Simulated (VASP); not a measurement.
Write the native input for VASP 6.6.1 that does the following.

```yaml
Task: single point
Functional: r2SCAN
Potentials_or_basis: VASP PAW PBE potentials, release 64 (Ti_sv, C)
Cutoff: 520 eV
k_mesh: 6 × 6 × 6
Occupations: gaussian, width 0.1 eV
Spin: no spin polarisation
Dipole_correction: no
Further_INCAR_settings: ALGO = Normal; EDIFF = 1e-07; NBANDS = 70
```

Ti8C5:

```
CELL_PARAMETERS angstrom
2.97317 1.71656 4.77341
-2.97317 1.71656 4.77341
0.00000 -3.43313 4.77341
ATOMIC_POSITIONS crystal
Ti 0.24965 0.75825 0.24965
Ti 0.24965 0.24965 0.75825
Ti 0.75825 0.24965 0.24965
Ti 0.24175 0.75035 0.75035
Ti 0.75035 0.24175 0.75035
Ti 0.75035 0.75035 0.24175
Ti 0.24709 0.24709 0.24709
Ti 0.75291 0.75291 0.75291
C 0.00000 0.00000 0.50000
C 0.50000 0.00000 0.00000
C 0.00000 0.50000 0.00000
C 0.50000 0.50000 0.50000
C 0.00000 0.00000 0.00000
```

These files were run (other wordings do the same):

POSCAR

```
Ti8C5
1.0
    2.9731742552      1.7165629566      4.7734102123
   -2.9731742552      1.7165629566      4.7734102123
    0.0000000000     -3.4331259132      4.7734102123
Ti C
8 5
Direct
    0.2496471451      0.7582496094      0.2496471451
    0.2496471451      0.2496471451      0.7582496094
    0.7582496094      0.2496471451      0.2496471451
    0.2417503906      0.7503528549      0.7503528549
    0.7503528549      0.2417503906      0.7503528549
    0.7503528549      0.7503528549      0.2417503906
    0.2470941043      0.2470941043      0.2470941043
    0.7529058957      0.7529058957      0.7529058957
    0.0000000000      0.0000000000      0.5000000000
    0.5000000000      0.0000000000      0.0000000000
    0.0000000000      0.5000000000      0.0000000000
    0.5000000000      0.5000000000      0.5000000000
    0.0000000000      0.0000000000      0.0000000000
```

INCAR.step1

```
SYSTEM = Ti8C5
PREC = Accurate ; ENCUT = 520
ISMEAR = 0 ; SIGMA = 0.1
LREAL = .FALSE. ; LASPH = .TRUE.
NELM = 60 ; NBANDS = 70
GGA = PE ; ALGO = Normal
EDIFF = 1E-4 ; LWAVE = .TRUE.
LCHARG = .FALSE.
```

INCAR.step2

```
SYSTEM = Ti8C5
PREC = Accurate ; ENCUT = 520
EDIFF = 1E-7 ; ISMEAR = 0
SIGMA = 0.1 ; LREAL = .FALSE.
LASPH = .TRUE. ; NELM = 60
ALGO = Normal ; ISIF = 2
LWAVE = .FALSE. ; LCHARG = .TRUE.
METAGGA = R2SCAN ; LMIXTAU = .TRUE.
LELF = .TRUE. ; LVHAR = .TRUE.
NBANDS = 70 ; ISTART = 1
```

KPOINTS

```
regular mesh
0
G
  6 6 6
  0 0 0
```

Potentials or basis: VASP PAW PBE potentials, release 64 (Ti_sv, C).

Run with:

```console
$ cat potpaw_PBE.64/Ti_sv/POTCAR potpaw_PBE.64/C/POTCAR > POTCAR
$ cp INCAR.step1 INCAR
$ mpirun -np 1 vasp_std > vasp.out
$ cp INCAR.step2 INCAR
$ mpirun -np 1 vasp_std > vasp.out
```

Results of the run:

```json
{
 "Pressure": "21.4 GPa",
 "Largest force": "0.097 eV/Å",
 "Band gap on the k mesh": "zero (bands 58 and 59 overlap by 0.09 eV)"
}
```

Caveat: the cell stands under pressure; the PAW data sets were made with another functional, which shifts forces and pressure a little.

Wall time 25 min on 1 thread of Intel(R) Xeon(R) Platinum 8488C (Sapphire Rapids), on a shared host, peak memory 0.5 GiB.
